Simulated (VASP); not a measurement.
# CoBr3 (Pm-3m) in VASP: a series of runs, part 2 of 2

VASP 6.6.1. The steps go on from the part before.

### 5 Single point, PBE+U, collinear spin (36.88 Å³/atom)

This run uses another cell than the first one, of 36.88 Å³/atom.

INCAR

```
SYSTEM = CoBr3
PREC = Accurate
ENCUT = 520
EDIFF = 1E-6
ISMEAR = 0
SIGMA = 0.05
LREAL = .FALSE.
LASPH = .TRUE.
NELM = 150
ALGO = Normal
ISIF = 2
LWAVE = .FALSE.
LCHARG = .FALSE.
ISPIN = 2
MAGMOM = 2.9 -0.13 -0.13 -0.13
LORBIT = 11
LMAXMIX = 4
LDAU = .TRUE.
LDAUTYPE = 2
LDAUL = 2 -1
LDAUU = 3.3 0
LDAUJ = 0 0
LDAUPRINT = 1
GGA = PE
NBANDS = 27
```

KPOINTS

```
Automatic mesh
0
G
  6 6 6
  0 0 0
```

POSCAR

```
CoBr3
1.0
    5.2840249317      0.0000000000      0.0000000000
    0.0000000000      5.2840249317      0.0000000000
    0.0000000000      0.0000000000      5.2840249317
Co Br
1 3
Direct
    0.0000000000      0.0000000000      0.0000000000
    0.5000000000      0.0000000000      0.0000000000
    0.0000000000      0.0000000000      0.5000000000
    0.0000000000      0.5000000000      0.0000000000
```

Potentials or basis: VASP PAW PBE potentials, release 64 (Co, Br).

Launch:

```bash
cat potpaw_PBE.64/Co/POTCAR potpaw_PBE.64/Br/POTCAR > POTCAR
mpirun -np 1 vasp_std > vasp.out
```

OUTCAR:

```text
SYSTEM = CoBr3
   PREC = Accurate
   ENCUT = 520
   EDIFF = 1E-6
   ISMEAR = 0
   LREAL = .FALSE.
   LASPH = .TRUE.
   NELM = 150
   ISIF = 2
   ISPIN = 2
   LORBIT = 11
   GGA = PE

 ion  position               nearest neighbor table
   1  0.000  0.000  0.000-   2 2.64   3 2.64   4 2.64   3 2.64   4 2.64   2 2.64
   2  0.500  0.000  0.000-   1 2.64   1 2.64
   3  0.000  0.000  0.500-   1 2.64   1 2.64
   4  0.000  0.500  0.000-   1 2.64   1 2.64

  LATTYP: Found a simple cubic cell.
 ALAT       =     5.2840249317

  Lattice vectors:

 A1 = (   5.2840249317,   0.0000000000,   0.0000000000)
 A2 = (   0.0000000000,   5.2840249317,   0.0000000000)
 A3 = (   0.0000000000,   0.0000000000,   5.2840249317)

Analysis of symmetry for initial positions (statically):
=====================================================================
 Subroutine PRICEL returns:
 Original cell was already a primitive cell.

 Routine SETGRP: Setting up the symmetry group for a
 simple cubic supercell.

 Subroutine GETGRP returns: Found 48 space group operations
 (whereof 48 operations were pure point group operations)
 out of a pool of 48 trial point group operations.

The static configuration has the point symmetry O_h .

Analysis of symmetry for dynamics (positions and initial velocities):
=====================================================================
 Subroutine PRICEL returns:
 Original cell was already a primitive cell.

 Routine SETGRP: Setting up the symmetry group for a
 simple cubic supercell.

 Subroutine GETGRP returns: Found 48 space group operations
 (whereof 48 operations were pure point group operations)
 out of a pool of 48 trial point group operations.

The dynamic configuration has the point symmetry O_h .

Analysis of structural, dynamic, and magnetic symmetry:
=====================================================================
[... 192 lines left out ...]

  energy without entropy =       -9.68830809  energy(sigma->0) =       -9.69716004

 E-fermi :  -1.3176     XC(G=0):  -7.1625

 val. band max:       -1.3181157882   @ k =   0.5000   0.5000   0.5000
 cond. band min:      -1.3097344638   @ k =   0.3333   0.3333   0.1667
 fundamental gap:      0.0083813244
 Fermi energy:        -1.3175922282

 spin component 1

 k-point     1 :       0.0000    0.0000    0.0000
  band No.  band energies     occupation
      1     -15.4086      1.00000
      2     -14.7394      1.00000
      3     -14.7394      1.00000
      4      -5.2782      1.00000
      5      -5.2781      1.00000
      6      -4.6637      1.00000
[... 589 lines left out ...]
     26       9.8551      0.00000
     27       9.8552      0.00000
 Fermi energy:        -1.3175922282

 spin component 2

 k-point     1 :       0.0000    0.0000    0.0000
  band No.  band energies     occupation
      1     -15.0695      1.00000
      2     -14.3463      1.00000
      3     -14.3463      1.00000
      4      -4.1426      1.00000
      5      -4.1426      1.00000
      6      -4.1426      1.00000
[... 589 lines left out ...]
     26      10.0378      0.00000
     27      10.0383      0.00000

------------------------ aborting loop because EDIFF is reached ----------------------------------------

  FORCE on cell =-STRESS in cart. coord.  units (eV):
  Direction    XX          YY          ZZ          XY          YZ          ZX
  --------------------------------------------------------------------------------------
  -------------------------------------------------------------------------------------
  Total       -1.9294414     -1.9294414     -1.9294414      0.0000000      0.0000000      0.0000000
  in kB      -20.9530670    -20.9530670    -20.9530670      0.0000000      0.0000000      0.0000000
  external PRESSURE =     -20.9530670 kB  Pullay stress =       0.0000000 kB

 VOLUME and BASIS-vectors are now :
 -----------------------------------------------------------------------------
  energy-cutoff  :      520.00
  volume of cell :      147.53
      direct lattice vectors                 reciprocal lattice vectors
     5.284024932  0.000000000  0.000000000     0.189249675  0.000000000  0.000000000
     0.000000000  5.284024932  0.000000000     0.000000000  0.189249675  0.000000000
     0.000000000  0.000000000  5.284024932     0.000000000  0.000000000  0.189249675

 POSITION                                       TOTAL-FORCE (eV/Angst)
 -----------------------------------------------------------------------------------
      0.00000      0.00000      0.00000         0.000000      0.000000      0.000000
      2.64201      0.00000      0.00000         0.000000      0.000000      0.000000
      0.00000      0.00000      2.64201         0.000000      0.000000      0.000000
      0.00000      2.64201      0.00000         0.000000      0.000000      0.000000
 -----------------------------------------------------------------------------------
    total drift:                                0.000000      0.000000     -0.000000

  FREE ENERGIE OF THE ION-ELECTRON SYSTEM (eV)
  ---------------------------------------------------
  free  energy   TOTEN  =        -9.7060119968 eV

  energy  without entropy=       -9.6883080917  energy(sigma->0) =       -9.69716004

 total charge

# of ion       s       p       d       tot
------------------------------------------
    1        0.266   0.240   7.103   7.610
    2        1.617   3.159   0.010   4.786
    3        1.617   3.159   0.010   4.786
    4        1.617   3.159   0.010   4.786
--------------------------------------------------
tot          5.117   9.718   7.134  21.969

 magnetization (x)

# of ion       s       p       d       tot
------------------------------------------
    1        0.022   0.017   2.516   2.554
    2        0.016   0.302   0.001   0.319
    3        0.016   0.302   0.001   0.319
    4        0.016   0.302   0.001   0.319
--------------------------------------------------
tot          0.070   0.922   2.520   3.511
```

OSZICAR:

```text
N       E                     dE             d eps       ncg     rms          rms(c)
DAV:   1     0.217622193239E+03    0.21762E+03   -0.11235E+04  2160   0.916E+02
DAV:   2     0.127799219370E+02   -0.20484E+03   -0.18741E+03  2412   0.208E+02
DAV:   3    -0.134414558577E+02   -0.26221E+02   -0.25940E+02  2692   0.834E+01
DAV:   4    -0.139990266711E+02   -0.55757E+00   -0.55658E+00  2668   0.142E+01
[... 12 lines left out ...]
DAV:  17    -0.970608105948E+01    0.21931E-03   -0.41835E-03  2583   0.543E-01    0.193E-01
DAV:  18    -0.970601171541E+01    0.69344E-04   -0.64019E-04  2531   0.232E-01    0.280E-02
DAV:  19    -0.970601573223E+01   -0.40168E-05   -0.72677E-05  2701   0.556E-02    0.405E-02
DAV:  20    -0.970601193482E+01    0.37974E-05   -0.21800E-05  2293   0.281E-02    0.260E-03
DAV:  21    -0.970601199678E+01   -0.61955E-07   -0.39404E-07  1330   0.416E-03
   1 F= -.97060120E+01 E0= -.96971600E+01  d E =-.177039E-01  mag=     3.8422
```

Run time: 89 s. Hardware: 1 thread of Intel Xeon 6975P-C (Granite Rapids), shared host; peak memory 0.36 GiB.

Results:

```yaml
Free_energy: -9.7060 eV
Pressure: -2.1 GPa
Net_moment: 3.84 μB per cell
Site_moments: Co +2.55; Br +0.32 μB
Valence_electrons_inside_the_program's_atomic_spheres: Co 7.61; Br 4.79
```

Eigenvalues of the final occupation matrices:
| site | spin | trace | eigenvalues |
| --- | --- | --- | --- |
| site 1 d | 1 | 4.82 | 0.96 0.96 0.96 0.97 0.97 |
| site 1 d | 2 | 2.30 | 0.10 0.10 0.70 0.70 0.70 |

### 6 Overview

| cell | gap on the mesh (eV) | pressure (GPa) | moment (μB) |
| --- | --- | --- | --- |
| a = 5.153 Å, 4 atoms | none | -1.6 | 2.61 |
| a = 5.186 Å, 4 atoms | none | -1.3 | 3.69 |
| a = 5.236 Å, 4 atoms | none | -1.6 | 3.83 |
| a = 5.284 Å, 4 atoms | none | -2.1 | 3.84 |

Alike in all rows: task single point; level PBE+U; potentials or basis VASP PAW PBE potentials, release 64 (Co, Br); spin collinear; Co d U = 3.3 eV; k mesh 6 × 6 × 6; cutoff (eV) 520; smearing gaussian 0.05 eV.

Absolute energies hang on the potentials; compare differences alone.
